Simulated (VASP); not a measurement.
# SnTe (F-43m) in VASP: a series of runs

The runs below take SnTe through relaxation of cell and atoms, with LDA.

All numbers are computed with VASP 6.6.1; they aren't measurements. Logs are shortened: lines on timing, memory, paths and dates and some standing lists are left out, and cuts for length are marked.

## (1) The cell of the first run

Symmetry: F-43m, No. 216, cubic system. The conventional cell has a = 7.222 Å, b = 7.222 Å, c = 7.222 Å, α = 90.00°, β = 90.00°, γ = 90.00°. Sn (site symmetry -43m) has 4 Te at 3.13 Å within 4.1 Å. Te (site symmetry -43m) has 4 Sn at 3.13 Å within 4.1 Å.

## (2) Relaxation of cell and atoms, LDA

The input, INCAR:

```
SYSTEM = SnTe
ALGO = Normal ; EDIFF = 1E-7
EDIFFG = -0.02 ; ENCUT = 600
IBRION = 2 ; ISIF = 3
ISMEAR = -1 ; LASPH = .TRUE.
LCHARG = .FALSE. ; LREAL = .FALSE.
LWAVE = .FALSE. ; NELM = 60
NSW = 80 ; PREC = Accurate
SIGMA = 0.05
```

The input, KPOINTS:

```
k-points
0
G
  6 6 6
  0 0 0
```

The input, POSCAR:

```
SnTe
1.0
    0.0000000000      3.6111460000      3.6111460000
    3.6111460000      0.0000000000      3.6111460000
    3.6111460000      3.6111460000      0.0000000000
Sn Te
1 1
Direct
    0.0000000000      0.0000000000      0.0000000000
    0.7500000000      0.7500000000      0.7500000000
```

Potentials or basis: VASP PAW LDA potentials, release 64 (Sn_d, Te).

Launch:

```
$ cat potpaw_LDA.64/Sn_d/POTCAR potpaw_LDA.64/Te/POTCAR > POTCAR
$ mpirun -np 1 vasp_std > vasp.out
```

OUTCAR:

```text
SYSTEM = SnTe
   EDIFF = 1E-7
   EDIFFG = -0.02
   ENCUT = 600
   IBRION = 2
   ISIF = 3
   ISMEAR = -1
   LASPH = .TRUE.
   LREAL = .FALSE.
   NELM = 60
   NSW = 80
   PREC = Accurate

 ion  position               nearest neighbor table
   1  0.000  0.000  0.000-   2 3.13   2 3.13   2 3.13   2 3.13
   2  0.750  0.750  0.750-   1 3.13   1 3.13   1 3.13   1 3.13

  LATTYP: Found a face centered cubic cell.
 ALAT       =     7.2222920000

  Lattice vectors:

 A1 = (   0.0000000000,   3.6111460000,   3.6111460000)
 A2 = (   3.6111460000,   0.0000000000,   3.6111460000)
 A3 = (   3.6111460000,   3.6111460000,   0.0000000000)

Analysis of symmetry for initial positions (statically):
=====================================================================
 Subroutine PRICEL returns:
 Original cell was already a primitive cell.

 Routine SETGRP: Setting up the symmetry group for a
 face centered cubic supercell.

 Subroutine GETGRP returns: Found 24 space group operations
 (whereof 24 operations were pure point group operations)
 out of a pool of 48 trial point group operations.

The static configuration has the point symmetry T_d .

Analysis of symmetry for dynamics (positions and initial velocities):
=====================================================================
 Subroutine PRICEL returns:
 Original cell was already a primitive cell.

 Routine SETGRP: Setting up the symmetry group for a
 face centered cubic supercell.

 Subroutine GETGRP returns: Found 24 space group operations
 (whereof 24 operations were pure point group operations)
 out of a pool of 48 trial point group operations.

The dynamic configuration has the point symmetry T_d .

 Subroutine INISYM returns: Found 24 space group operations
 (whereof 24 operations are pure point group operations),
 and found     1 'primitive' translations

----------------------------------------------------------------------------------------

                                     Primitive cell

  volume of cell :      94.1814

  direct lattice vectors                    reciprocal lattice vectors
     0.000000000  3.611146000  3.611146000    -0.138460201  0.138460201  0.138460201
     3.611146000  0.000000000  3.611146000     0.138460201 -0.138460201  0.138460201
     3.611146000  3.611146000  0.000000000     0.138460201  0.138460201 -0.138460201

  length of vectors
     5.106931649  5.106931649  5.106931649     0.239820102  0.239820102  0.239820102

[... 64 lines left out ...]
   ICHARG =      2    charge: 1-file 2-atom 10-const
   ISPIN  =      1    spin polarized calculation?
   LNONCOLLINEAR =      F non collinear calculations
   LSORBIT =      F    spin-orbit coupling
   LASPH  =      T    aspherical Exc in radial PAW
   ENCUT  =  600.0 eV  44.10 Ry    6.64 a.u.  10.20 10.20 10.20*2*pi/ulx,y,z
   NELM   =     60;   NELMIN=  2; NELMDL= -5     # of ELM steps
   EDIFF  = 0.1E-06   stopping-criterion for ELM
   LREAL  =      F    real-space projection
   EDIFFG = -.2E-01   stopping-criterion for IOM
   NSW    =     80    number of steps for IOM
   IBRION =      2    ionic relax: 0-MD 1-quasi-New 2-CG
   NFREE  =      1    steps in history (QN), initial steepest desc. (CG)
   ISIF   =      3    stress and relaxation
   ISYM   =      2    0-nonsym 1-usesym 2-fastsym
   POTIM  = 0.5000    time-step for ionic-motion
   TEBEG  =    0.0;   TEEND  =   0.0 temperature during run
   PSTRESS=    0.0 pullay stress
   NELECT =      20.0000    total number of electrons
   NUPDOWN=      -1.0000    fix difference up-down
   EMIN   =  10.00;   EMAX   =-10.00  energy-range for DOS
   EFERMI =   0.00;   METHOD = LEGACY
   ISMEAR =    -1;   SIGMA  =   0.05  broadening in eV -4-tet -1-fermi 0-gaus
   EFERMI_NEDOS =   21; number of points for ismear=-14 and -15
   IALGO  =     38    algorithm
   IMIX   =      4    mixing-type and parameters
     AMIX     =   0.40;   BMIX     =  1.00
     AMIX_MAG =   1.60;   BMIX_MAG =  1.00
  volume/ion in A,a.u.               =      47.09       317.78
  Fermi-wavevector in a.u.,A,eV,Ry     =   0.976704  1.845704 12.979296  0.953951
  Thomas-Fermi vector in A             =   2.107344
   LORBIT       =      0    0 simple, 1 ext, 2 COOP (PROOUT), +10 PAW based schemes
   GGA     = CA    functional components
   LHFCALC =     F    Hartree Fock is set to
   AEXX    =    0.0000 exact exchange contribution
   IVDW    =     0    specifies the selected vdW correction
   LEPSILON=     F    determine dielectric tensor
   LRPA    =     F    only Hartree local field effects (RPA)
 conjugate gradient relaxation of ions
 non-spin polarized calculation
  energy-cutoff  :      600.00
  volume of cell :       94.18
 maximum number of plane-waves:      3158
 NGX is ok and might be reduce to    42
   NGX = 21   NGY = 21   NGZ = 21

--------------------------------------- Ionic step        1  -------------------------------------------

 number of electron      20.0000000 magnetization

 Free energy of the ion-electron system (eV)
  ---------------------------------------------------
  ext. energy  EPLUGINS =         0.00000000
  ---------------------------------------------------
  free energy    TOTEN  =        -7.99533361 eV

  energy without entropy =       -7.99279841  energy(sigma->0) =       -7.99406601

------------------------ aborting loop because EDIFF is reached ----------------------------------------

  FORCE on cell =-STRESS in cart. coord.  units (eV):
  Direction    XX          YY          ZZ          XY          YZ          ZX
  --------------------------------------------------------------------------------------
  -------------------------------------------------------------------------------------
  Total       -1.2656301     -1.2656301     -1.2656301     -0.0000000     -0.0000000     -0.0000000
  in kB      -21.5304068    -21.5304068    -21.5304068     -0.0000000     -0.0000000     -0.0000000
  external PRESSURE =     -21.5304068 kB  Pullay stress =       0.0000000 kB
[... 59 lines left out ...]
--------------------------------------- Ionic step        3  -------------------------------------------

 number of electron      19.9999999 magnetization

 Free energy of the ion-electron system (eV)
  ---------------------------------------------------
  ext. energy  EPLUGINS =         0.00000000
  ---------------------------------------------------
  free energy    TOTEN  =        -8.05368891 eV

  energy without entropy =       -8.04820598  energy(sigma->0) =       -8.05094745

 E-fermi :   3.6665     XC(G=0):  -8.1635

 val. band max:        3.6166838588   @ k =  -0.3333   0.5000   0.1667
 cond. band min:       3.7527561506   @ k =   0.3333   0.3333   0.0000
 fundamental gap:      0.1360722918
 Fermi energy:         3.6665292015

 k-point     1 :       0.0000    0.0000    0.0000
  band No.  band energies     occupation
      1     -17.9816      2.00000
      2     -17.9816      2.00000
      3     -17.9816      2.00000
      4     -17.9649      2.00000
      5     -17.9649      2.00000
      6      -8.3222      2.00000
      7      -1.2950      2.00000
      8       1.6060      2.00000
      9       1.6060      2.00000
     10       1.6060      2.00000
     11       4.6401      0.00000
     12       4.6401      0.00000
     13       4.6401      0.00000
     14       7.6192      0.00000
[... 282 lines left out ...]
  FREE ENERGIE OF THE ION-ELECTRON SYSTEM (eV)
  ---------------------------------------------------
  free  energy   TOTEN  =        -8.0536889118 eV

  energy  without entropy=       -8.0482059790  energy(sigma->0) =       -8.05094745

 reached required accuracy - stopping structural energy minimisation
```

CONTCAR:

```text
SnTe
   1.00000000000000
    -0.0000000000000000    3.5043306590794416    3.5043306590794416
     3.5043306590794416    0.0000000000000000    3.5043306590794416
     3.5043306590794416    3.5043306590794416   -0.0000000000000000
  Sn              Te
     1     1
Direct
     0.0000000000000000    0.0000000000000000    0.0000000000000000
     0.7500000000000000    0.7500000000000000    0.7500000000000000

  0.00000000E+00  0.00000000E+00  0.00000000E+00
  0.00000000E+00  0.00000000E+00  0.00000000E+00
```

Run time: 30 s. Hardware: 1 thread of Intel Xeon 6975P-C (Granite Rapids), shared host; peak memory 0.22 GiB.

Results:

```
Free energy                            : -8.0537 eV
Relaxed volume                         : 43.03 Å³/atom
Relaxed cell                           : a = 4.956 Å, b = 4.956 Å, c = 4.956 Å, α = 60.00°, β = 60.00°, γ = 60.00°
Space group after relaxing (to 0.05 Å) : F-43m (No. 216)
Energy gained by relaxing              : 29.2 meV/atom
Ionic steps                            : 3
Pressure after relaxing                : 0.0 GPa
Band gap on the k mesh                 : zero (band 10 reaches 3.62 eV, above the bottom of band 11 at 3.59 eV)
```

Step by step:
| step | energy change (eV) | largest force (eV/Å) | pressure (GPa) | volume (Å³) |
| --- | --- | --- | --- | --- |
| 1 | 0.0000 | 0.0000 | -2.15 | 94.18 |
| 2 | -0.0583 | 0.0000 | 0.09 | 85.82 |
| 3 | -0.0584 | 0.0000 | 0.00 | 86.07 |

Final structure:
```
Sn Te
1.0
     0.00000    3.50433    3.50433
     3.50433    0.00000    3.50433
     3.50433    3.50433    0.00000
Sn Te
1 1
Direct
  0.00000 0.00000 0.00000
  0.75000 0.75000 0.75000
```

Levels at points of the mesh, in eV from the Fermi level:
```tsv
k point	band 7	band 8	band 9	band 10	band 11	band 12	band 13	band 14
(0.00, 0.00, 0.00)	-4.96	-2.06	-2.06	-2.06	0.97	0.97	0.97	3.95
(0.50, 0.00, 0.00)	-7.24	-2.67	-2.67	-2.14	1.82	1.82	3.73	5.53
(0.50, 0.50, 0.00)	-7.64	-3.41	-3.41	-0.70	-0.08	4.24	4.24	5.50
```

Caveat: spin-orbit coupling is left out, which moves the levels of the heavy elements.

## (3) Relaxation of cell and atoms, LDA, target pressure 10 GPa, at which the enthalpy is minimised

The input, INCAR:

```
SYSTEM = SnTe
PREC     = Accurate       ! precision mode
ENCUT    = 600            ! plane-wave cutoff, eV
EDIFF    = 1E-6           ! SCF threshold, eV
ISMEAR   = -1             ! smearing method
SIGMA    = 0.05           ! smearing width, eV
LREAL    = .FALSE.        ! projectors in reciprocal space
LASPH    = .TRUE.         ! aspherical terms in the spheres
NELM     = 100            ! most SCF steps
ALGO     = Normal         ! electronic algorithm
ISIF     = 3              ! what is computed and relaxed
LWAVE    = .FALSE.        ! write WAVECAR
LCHARG   = .FALSE.        ! write CHGCAR
GGA      = CA             ! functional
IBRION   = 2              ! ionic algorithm
NSW      = 80             ! ionic steps
EDIFFG   = -0.02          ! ionic threshold
PSTRESS  = 100.0
```

The input, KPOINTS:

```
regular mesh
0
G
  6 6 6
  0 0 0
```

POSCAR is that of step 2.

Potentials or basis: VASP PAW LDA potentials, release 64 (Sn_d, Te).

Launch:

```
$ cat potpaw_LDA.64/Sn_d/POTCAR potpaw_LDA.64/Te/POTCAR > POTCAR
$ mpirun -np 1 vasp_std > vasp.out
```

Run time: 67 s. Hardware: 1 thread of Intel Xeon 6975P-C (Granite Rapids), shared host; peak memory 0.24 GiB.

Results (log left out):

| Property | Result |
| --- | --- |
| Free energy | -7.6097 eV |
| Relaxed volume | 34.44 Å³/atom |
| Relaxed cell | a = 4.601 Å, b = 4.601 Å, c = 4.601 Å, α = 60.00°, β = 60.00°, γ = 60.00° |
| Space group after relaxing (to 0.05 Å) | F-43m (No. 216) |
| Energy change on relaxing (the enthalpy is what falls) | +192.8 meV/atom |
| Ionic steps | 7 |
| Pressure after relaxing | 10.0 GPa |
| Band gap on the k mesh | zero (band 10 reaches 6.11 eV, above the bottom of band 11 at 5.40 eV) |

The path:
```tsv
step	energy change (eV)	largest force (eV/Å)	pressure (GPa)	volume (Å³)
1	0.0000	0.0000	-2.16	94.18
2	2.3435	0.0000	34.51	53.39
3	0.3362	0.0000	9.24	69.70
4	0.3776	0.0000	9.87	69.00
5	0.4060	0.0000	10.29	68.55
6	0.3706	0.0000	9.78	69.12
7	0.3857	0.0000	9.99	68.87
```

Final structure:
```
Sn Te
1.0
     0.00000    3.25343    3.25343
     3.25343    0.00000    3.25343
     3.25343    3.25343    0.00000
Sn Te
1 1
Cartesian
  0.0000 0.0000 0.0000
  4.8801 4.8801 4.8801
```

Levels at points of the mesh, in eV from the Fermi level:
```
           k point  band 6  band 7  band 8  band 9  band 10  band 11  band 12  band 13  band 14
(0.00, 0.00, 0.00)  -13.54   -4.24   -2.70   -2.70    -2.70     0.65     0.65     0.65     3.86
(0.50, 0.00, 0.00)  -12.51   -8.23   -3.51   -3.51    -2.36     1.62     1.62     4.27     5.70
(0.50, 0.50, 0.00)  -12.05   -8.68   -4.53   -4.53    -1.00    -0.67     5.12     5.12     6.06
```

Caveat: the cell is relaxed towards a set pressure, so the enthalpy falls and the energy may rise; the volume moved by over 15 % at a fixed basis, so the end points are rough; spin-orbit coupling is left out, which moves the levels of the heavy elements.

(Part 1 of 2 ends here.)
